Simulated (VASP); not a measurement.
# SnO2 (Cassiterite) (P4_2/mnm) in VASP: a series of runs, part 2 of 2

VASP 6.6.1. Earlier steps stand in the parts before.

## 3. Single point, LDA

This run uses another cell than the first one, of 11.74 Å³/atom, 1.009 times its volume.

File INCAR:

```
SYSTEM = SnO2
PREC = Accurate
ENCUT = 520
EDIFF = 1E-6
ISMEAR = 0
SIGMA = 0.01
LREAL = .False.
LASPH = .True.
NELM = 100
ALGO = Normal
ISIF = 2
LWAVE = .False.
LCHARG = .False.
GGA = CA
NBANDS = 35
```

File KPOINTS:

```
Automatic mesh
0
Gamma
  4 4 6
  0 0 0
```

File POSCAR:

```
SnO2
1.0
    4.7043439970      0.0000000000      0.0000000000
    0.0000000000      4.7043439970      0.0000000000
    0.0000000000      0.0000000000      3.1841910244
Sn O
2 4
Direct
    0.0000000000      0.0000000000      0.0000000000
    0.5000000000      0.5000000000      0.5000000000
    0.3058749175      0.3058749175      0.0000000000
    0.1941250825      0.8058749175      0.5000000000
    0.6941250825      0.6941250825      0.0000000000
    0.8058749175      0.1941250825      0.5000000000
```

Potentials or basis: VASP PAW LDA potentials, release 64 (Sn_d, O).

Launch:

```
> cat potpaw_LDA.64/Sn_d/POTCAR potpaw_LDA.64/O/POTCAR > POTCAR
> mpirun -np 1 vasp_std > vasp.out
```

OUTCAR:

```text
SYSTEM = SnO2
   PREC = Accurate
   ENCUT = 520
   EDIFF = 1E-6
   ISMEAR = 0
   LREAL = .False.
   LASPH = .True.
   NELM = 100
   ISIF = 2
   GGA = CA

 ion  position               nearest neighbor table
   1  0.000  0.000  0.000-   3 2.03   5 2.03   4 2.05   6 2.05   4 2.05   6 2.05   2 3.69   2 3.69
                             2 3.69   2 3.69   2 3.69   2 3.69   2 3.69   2 3.69
   2  0.500  0.500  0.500-   4 2.03   6 2.03   5 2.05   3 2.05   3 2.05   5 2.05   1 3.69   1 3.69
                             1 3.69   1 3.69   1 3.69   1 3.69   1 3.69   1 3.69
   3  0.306  0.306  0.000-   1 2.03   2 2.05   2 2.05
   4  0.194  0.806  0.500-   2 2.03   1 2.05   1 2.05
[... 1122 lines left out ...]
  Total        1.2920940      1.2920940      1.5197834     -0.0000000      0.0000000      0.0000000
  in kB       29.3769999     29.3769999     34.5537376     -0.0000000      0.0000000      0.0000000
  external PRESSURE =      31.1025791 kB  Pullay stress =       0.0000000 kB

 VOLUME and BASIS-vectors are now :
 -----------------------------------------------------------------------------
  energy-cutoff  :      520.00
  volume of cell :       70.47
      direct lattice vectors                 reciprocal lattice vectors
     4.704343997  0.000000000  0.000000000     0.212569489  0.000000000  0.000000000
     0.000000000  4.704343997  0.000000000     0.000000000  0.212569489  0.000000000
     0.000000000  0.000000000  3.184191024     0.000000000  0.000000000  0.314051510

 POSITION                                       TOTAL-FORCE (eV/Angst)
 -----------------------------------------------------------------------------------
      0.00000      0.00000      0.00000         0.000000      0.000000     -0.000000
      2.35217      2.35217      1.59210         0.000000      0.000000     -0.000000
      1.43894      1.43894      0.00000        -0.009754     -0.009754      0.000000
      0.91323      3.79111      1.59210         0.009754     -0.009754     -0.000000
      3.26540      3.26540      0.00000         0.009754      0.009754     -0.000000
      3.79111      0.91323      1.59210        -0.009754      0.009754     -0.000000
 -----------------------------------------------------------------------------------
    total drift:                                0.000000      0.000000      0.000000

  FREE ENERGIE OF THE ION-ELECTRON SYSTEM (eV)
  ---------------------------------------------------
  free  energy   TOTEN  =       -42.2691704253 eV

  energy  without entropy=      -42.2691704253  energy(sigma->0) =      -42.26917043
```

OSZICAR:

```text
N       E                     dE             d eps       ncg     rms          rms(c)
DAV:   1     0.637964629968E+03    0.63796E+03   -0.25704E+04  1870   0.235E+03
DAV:   2     0.528271773098E+02   -0.58514E+03   -0.55025E+03  1824   0.617E+02
DAV:   3    -0.434135812117E+02   -0.96241E+02   -0.94634E+02  1827   0.209E+02
DAV:   4    -0.483495143580E+02   -0.49359E+01   -0.49013E+01  2108   0.512E+01
DAV:   5    -0.484787497527E+02   -0.12924E+00   -0.12904E+00  2086   0.869E+00    0.160E+01
DAV:   6    -0.423360605829E+02    0.61427E+01   -0.16874E+01  2626   0.639E+01    0.648E+00
DAV:   7    -0.423629144823E+02   -0.26854E-01   -0.19536E+00  1912   0.786E+00    0.321E+00
DAV:   8    -0.422835126301E+02    0.79402E-01   -0.20556E-01  2573   0.427E+00    0.725E-01
DAV:   9    -0.422690492340E+02    0.14463E-01   -0.31872E-02  2778   0.304E+00    0.132E-01
DAV:  10    -0.422691540479E+02   -0.10481E-03   -0.32173E-03  2177   0.439E-01    0.497E-02
DAV:  11    -0.422691701815E+02   -0.16134E-04   -0.13132E-04  2661   0.114E-01    0.203E-02
DAV:  12    -0.422691727980E+02   -0.26165E-05   -0.12240E-05  2113   0.255E-02    0.123E-02
DAV:  13    -0.422691703668E+02    0.24312E-05   -0.79357E-06  2106   0.413E-02    0.148E-03
DAV:  14    -0.422691704253E+02   -0.58572E-07   -0.70759E-07  1060   0.740E-03
   1 F= -.42269170E+02 E0= -.42269170E+02  d E =-.331745E-80
```

stdout:

```text
POSCAR found type information on POSCAR SnO
 POSCAR found :  2 types and       6 ions
 scaLAPACK will be used
 LDA part: xc-table for (Slater(with rela. corr.)+CA(PZ))
 , standard interpolation
 POSCAR, INCAR and KPOINTS ok, starting setup
 FFT: planning ... GRIDC
 FFT: planning ... GRID_SOFT
 FFT: planning ... GRID
 WAVECAR not read
 entering main loop
```

Run time: 17 s. Hardware: 1 thread of Intel Xeon 6975P-C (Granite Rapids), shared host; peak memory 0.17 GiB.

Results:

| Property | Result |
| --- | --- |
| Free energy | -42.2692 eV |
| Pressure | 3.1 GPa |
| Largest force | 0.014 eV/Å |
| Band gap on the k mesh | 1.30 eV, direct |

Forces on the atoms (eV/Å):
```
Sn   0.000  0.000  0.000
Sn   0.000  0.000  0.000
O   -0.010 -0.010  0.000
O    0.010 -0.010  0.000
O    0.010  0.010  0.000
O   -0.010  0.010  0.000
```

Caveat: spin-orbit coupling is left out, which moves the levels of the heavy elements.

## 4. Single point, LDA

This run uses another cell than the first one, of 11.86 Å³/atom, 1.019 times its volume.

File INCAR:

```
PREC = Accurate
ENCUT = 520
EDIFF = 1E-7
ISMEAR = 0
SIGMA = 0.01
LREAL = False
LASPH = True
NELM = 100
ALGO = Normal
ISIF = 2
LWAVE = False
LCHARG = False
GGA = CA
NBANDS = 35
```

File KPOINTS:

```
regular mesh
0
Gamma
  4 4 6
```

File POSCAR:

```
SnO2
1.0
    4.7227635407      0.0000000000      0.0000000000
    0.0000000000      4.7227635407      0.0000000000
    0.0000000000      0.0000000000      3.1902679616
Sn O
2 4
Direct
    0.0000000000      0.0000000000      0.0000000000
    0.5000000000      0.5000000000      0.5000000000
    0.3060654238      0.3060654238      0.0000000000
    0.1939345762      0.8060654238      0.5000000000
    0.6939345762      0.6939345762      0.0000000000
    0.8060654238      0.1939345762      0.5000000000
```

Launch:

```
> cat potpaw_LDA.64/Sn_d/POTCAR potpaw_LDA.64/O/POTCAR > POTCAR
> mpirun -np 1 vasp_std > vasp.out
```

It took 18 s on 1 thread of Intel Xeon 6975P-C (Granite Rapids), shared host; peak memory 0.17 GiB.

Results (log left out):

```
Free energy            : -42.2787 eV
Pressure               : 1.0 GPa
Largest force          : 0.020 eV/Å
Band gap on the k mesh : 1.19 eV, direct
```

Forces on the atoms (eV/Å):
```
Sn   0.000  0.000  0.000
Sn   0.000  0.000  0.000
O   -0.014 -0.014  0.000
O    0.014 -0.014  0.000
O    0.014  0.014  0.000
O   -0.014  0.014  0.000
```

Stress tensor (GPa, compression positive):
```
0.87 0.00 0.00
0.00 0.87 0.00
0.00 0.00 1.35
```

Levels at points of the mesh, in eV from the valence-band top:
| k point | band 23 | band 24 | band 25 | band 26 | band 27 | band 28 | band 29 | band 30 |
| --- | --- | --- | --- | --- | --- | --- | --- | --- |
| (0.00, 0.00, 0.00) | -1.28 | -0.81 | -0.81 | 0.00 | 1.19 | 5.96 | 6.08 | 6.08 |
| (0.50, 0.00, 0.00) | -1.24 | -1.24 | -0.65 | -0.65 | 4.35 | 4.35 | 6.83 | 6.83 |
| (0.50, 0.50, 0.00) | -1.36 | -1.36 | -0.92 | -0.92 | 4.74 | 4.74 | 7.32 | 7.32 |
| (0.00, 0.00, 0.50) | -1.73 | -1.73 | -1.29 | -1.29 | 6.07 | 6.07 | 9.54 | 9.54 |
| (0.50, 0.00, 0.50) | -1.14 | -1.14 | -0.72 | -0.72 | 6.36 | 6.36 | 7.90 | 7.90 |
| (0.50, 0.50, 0.50) | -0.99 | -0.99 | -0.85 | -0.85 | 4.73 | 4.73 | 8.64 | 8.64 |

Caveat: spin-orbit coupling is left out, which moves the levels of the heavy elements.

## 5. Relaxation of cell and atoms, LDA

This run uses another cell than the first one, of 11.92 Å³/atom, 1.024 times its volume.

File INCAR:

```
SYSTEM = SnO2
PREC = Accurate ; ENCUT = 600
EDIFF = 1E-6 ; ISMEAR = 0
SIGMA = 0.01 ; LREAL = .False.
LASPH = .True. ; NELM = 60
ALGO = Normal ; ISIF = 3
LWAVE = .False. ; LCHARG = .False.
IBRION = 2 ; NSW = 80
EDIFFG = -0.01
```

File KPOINTS:

```
Automatic mesh
0
Gamma
  4 4 6
  0 0 0
```

File POSCAR:

```
SnO2
1.0
    4.7380000000      0.0000000000      0.0000000000
    0.0000000000      4.7380000000      0.0000000000
    0.0000000000      0.0000000000      3.1865000000
Sn O
2 4
Direct
    0.0000000000      0.0000000000      0.0000000000
    0.5000000000      0.5000000000      0.5000000000
    0.3071000000      0.3071000000      0.0000000000
    0.1929000000      0.8071000000      0.5000000000
    0.6929000000      0.6929000000      0.0000000000
    0.8071000000      0.1929000000      0.5000000000
```

Potentials or basis: VASP PAW LDA potentials, release 64 (Sn_d, O).

Launch:

```
> cat potpaw_LDA.64/Sn_d/POTCAR potpaw_LDA.64/O/POTCAR > POTCAR
> mpirun -np 1 vasp_std > vasp.out
```

OUTCAR:

```text
SYSTEM = SnO2
   PREC = Accurate
   ENCUT = 600
   EDIFF = 1E-6
   ISMEAR = 0
   LREAL = .False.
   LASPH = .True.
   NELM = 60
   ISIF = 3
   IBRION = 2
   NSW = 80
   EDIFFG = -0.01

 ion  position               nearest neighbor table
   1  0.000  0.000  0.000-   4 2.05   6 2.05   4 2.05   6 2.05   5 2.06   3 2.06   2 3.71   2 3.71
                             2 3.71   2 3.71   2 3.71   2 3.71   2 3.71   2 3.71
   2  0.500  0.500  0.500-   3 2.05   5 2.05   3 2.05   5 2.05   4 2.06   6 2.06   1 3.71   1 3.71
                             1 3.71   1 3.71   1 3.71   1 3.71   1 3.71   1 3.71
   3  0.307  0.307  0.000-   2 2.05   2 2.05   1 2.06
   4  0.193  0.807  0.500-   1 2.05   1 2.05   2 2.06
   5  0.693  0.693  0.000-   2 2.05   2 2.05   1 2.06
   6  0.807  0.193  0.500-   1 2.05   1 2.05   2 2.06

  LATTYP: Found a simple tetragonal cell.
 ALAT       =     4.7380000000
 C/A-ratio  =     0.6725411566

  Lattice vectors:

 A1 = (   4.7380000000,   0.0000000000,   0.0000000000)
 A2 = (   0.0000000000,   4.7380000000,   0.0000000000)
 A3 = (   0.0000000000,   0.0000000000,   3.1865000000)

Analysis of symmetry for initial positions (statically):
=====================================================================
[... 172 lines left out ...]

--------------------------------------- Ionic step        1  -------------------------------------------

 number of electron      52.0000000 magnetization

 Free energy of the ion-electron system (eV)
  ---------------------------------------------------
  ext. energy  EPLUGINS =         0.00000000
  ---------------------------------------------------
  free energy    TOTEN  =       -42.28742546 eV

  energy without entropy =      -42.28742546  energy(sigma->0) =      -42.28742546

------------------------ aborting loop because EDIFF is reached ----------------------------------------

  FORCE on cell =-STRESS in cart. coord.  units (eV):
  Direction    XX          YY          ZZ          XY          YZ          ZX
  --------------------------------------------------------------------------------------
  -------------------------------------------------------------------------------------
  Total       -0.1840214     -0.1840214      0.4929017      0.0000000      0.0000000      0.0000000
  in kB       -4.1216857     -4.1216857     11.0399449      0.0000000      0.0000000      0.0000000
  external PRESSURE =       0.9321911 kB  Pullay stress =       0.0000000 kB
[... 147 lines left out ...]
--------------------------------------- Ionic step        5  -------------------------------------------

 number of electron      51.9999996 magnetization

 Free energy of the ion-electron system (eV)
  ---------------------------------------------------
  ext. energy  EPLUGINS =         0.00000000
  ---------------------------------------------------
  free energy    TOTEN  =       -42.29113834 eV

  energy without entropy =      -42.29113834  energy(sigma->0) =      -42.29113834

 E-fermi :   5.9459     XC(G=0): -11.8115

 val. band max:        5.8886423133   @ k =   0.0000   0.0000   0.0000
 cond. band min:       7.0385757088   @ k =   0.0000   0.0000   0.0000
 fundamental gap:      1.1499333955
 Fermi energy:         5.9459208846

 k-point     1 :       0.0000    0.0000    0.0000
  band No.  band energies     occupation
      1     -15.1224      2.00000
      2     -14.3485      2.00000
      3     -14.0829      2.00000
      4     -14.0633      2.00000
      5     -14.0633      2.00000
      6     -13.9870      2.00000
[... 838 lines left out ...]
  FREE ENERGIE OF THE ION-ELECTRON SYSTEM (eV)
  ---------------------------------------------------
  free  energy   TOTEN  =       -42.2911383359 eV

  energy  without entropy=      -42.2911383359  energy(sigma->0) =      -42.29113834

 reached required accuracy - stopping structural energy minimisation
```

OSZICAR:

```text
N       E                     dE             d eps       ncg     rms          rms(c)
DAV:   1     0.696717454419E+03    0.69672E+03   -0.28739E+04  1622   0.286E+03
DAV:   2     0.605701743667E+02   -0.63615E+03   -0.61477E+03  1649   0.732E+02
[... 40 lines left out ...]
DAV:   1    -0.422936406018E+02   -0.27875E-02   -0.72758E-02  1862   0.417E+00    0.334E-01
DAV:   2    -0.422916000008E+02    0.20406E-02   -0.61203E-03  2075   0.938E-01    0.121E-01
DAV:   3    -0.422911873277E+02    0.41267E-03   -0.88866E-04  2169   0.673E-01    0.344E-02
DAV:   4    -0.422911393393E+02    0.47988E-04   -0.15785E-04  2215   0.275E-01    0.840E-03
DAV:   5    -0.422911394960E+02   -0.15675E-06   -0.46116E-05  1898   0.588E-02    0.380E-03
DAV:   6    -0.422911383479E+02    0.11482E-05   -0.15326E-06   997   0.136E-02    0.187E-03
DAV:   7    -0.422911383359E+02    0.11997E-07   -0.44014E-07   786   0.649E-03
   5 F= -.42291138E+02 E0= -.42291138E+02  d E =-.279390E-03
```

Run time: 74 s. Hardware: 1 thread of Intel Xeon 6975P-C (Granite Rapids), shared host; peak memory 0.2 GiB.

Results:

```
Free energy                            : -42.2911 eV
Relaxed volume                         : 11.90 Å³/atom
Relaxed cell                           : a = 4.728 Å, b = 4.728 Å, c = 3.195 Å, α = 90.00°, β = 90.00°, γ = 90.00°
Space group after relaxing (to 0.05 Å) : P4_2/mnm (No. 136)
Energy gained by relaxing              : 0.6 meV/atom
Ionic steps                            : 5
Pressure after relaxing                : 0.0 GPa
Largest force after relaxing           : 0.006 eV/Å
Band gap on the k mesh                 : 1.15 eV, direct
```

Forces in eV/Å, atoms in the order of the input:
```
Sn   0.000  0.000  0.000
Sn   0.000  0.000  0.000
O    0.004  0.004  0.000
O   -0.004  0.004  0.000
O   -0.004 -0.004  0.000
O    0.004 -0.004  0.000
```

Step by step:
| step | energy change (eV) | largest force (eV/Å) | pressure (GPa) | volume (Å³) |
| --- | --- | --- | --- | --- |
| 1 | 0.0000 | 0.1794 | 0.09 | 71.53 |
| 2 | -0.0032 | 0.0459 | -0.62 | 71.60 |
| 3 | -0.0034 | 0.0009 | -0.49 | 71.59 |
| 4 | -0.0034 | 0.0140 | 0.49 | 71.24 |
| 5 | -0.0037 | 0.0062 | 0.00 | 71.41 |

Final structure:
```xyz
6
Lattice="4.7277 0.0000 0.0000 0.0000 4.7277 0.0000 0.0000 0.0000 3.1950" Properties=species:S:1:pos:R:3 pbc="T T T"
Sn    0.0000    4.7277    0.0000
Sn    2.3639    2.3639    1.5975
O     1.4466    1.4466    0.0000
O     0.9172    3.8105    1.5975
O     3.2811    3.2811    0.0000
O     3.8105    0.9172    1.5975
```

Levels at points of the mesh, in eV from the valence-band top:
| k point | band 23 | band 24 | band 25 | band 26 | band 27 | band 28 | band 29 | band 30 |
| --- | --- | --- | --- | --- | --- | --- | --- | --- |
| (0.00, 0.00, 0.00) | -1.28 | -0.81 | -0.81 | 0.00 | 1.15 | 5.93 | 6.05 | 6.05 |
| (0.50, 0.00, 0.00) | -1.24 | -1.24 | -0.65 | -0.65 | 4.32 | 4.32 | 6.81 | 6.81 |
| (0.50, 0.50, 0.00) | -1.37 | -1.37 | -0.91 | -0.91 | 4.70 | 4.70 | 7.30 | 7.30 |
| (0.00, 0.00, 0.50) | -1.72 | -1.72 | -1.28 | -1.28 | 6.03 | 6.03 | 9.51 | 9.51 |
| (0.50, 0.00, 0.50) | -1.13 | -1.13 | -0.72 | -0.72 | 6.31 | 6.31 | 7.87 | 7.87 |
| (0.50, 0.50, 0.50) | -0.99 | -0.99 | -0.85 | -0.85 | 4.69 | 4.69 | 8.63 | 8.63 |

Caveat: spin-orbit coupling is left out, which moves the levels of the heavy elements.

## 6. Summary

```csv
task,cell,cutoff (eV),gap on the mesh (eV),pressure (GPa),largest force (eV/Å)
single point,"a = 4.686, b = 4.686, c = 3.180 Å, 6 atoms",520,1.40,5.1,0.02
single point,"a = 4.704, b = 4.704, c = 3.184 Å, 6 atoms",520,1.30,3.1,0.01
single point,"a = 4.723, b = 4.723, c = 3.190 Å, 6 atoms",520,1.19,1.0,0.02
relaxation of cell and atoms,"relaxed from a = 4.738, b = 4.738, c = 3.187 Å, 6 atoms",600,1.15,0.0,0.01
```

Alike in all rows: level LDA; potentials or basis VASP PAW LDA potentials, release 64 (Sn_d, O); no spin polarisation; k mesh 4 × 4 × 6; smearing gaussian 0.01 eV.

Caveats: spin-orbit coupling is left out, which moves the levels of the heavy elements.

Total energies depend on the potentials used, so only differences within one code and one set of settings carry meaning.
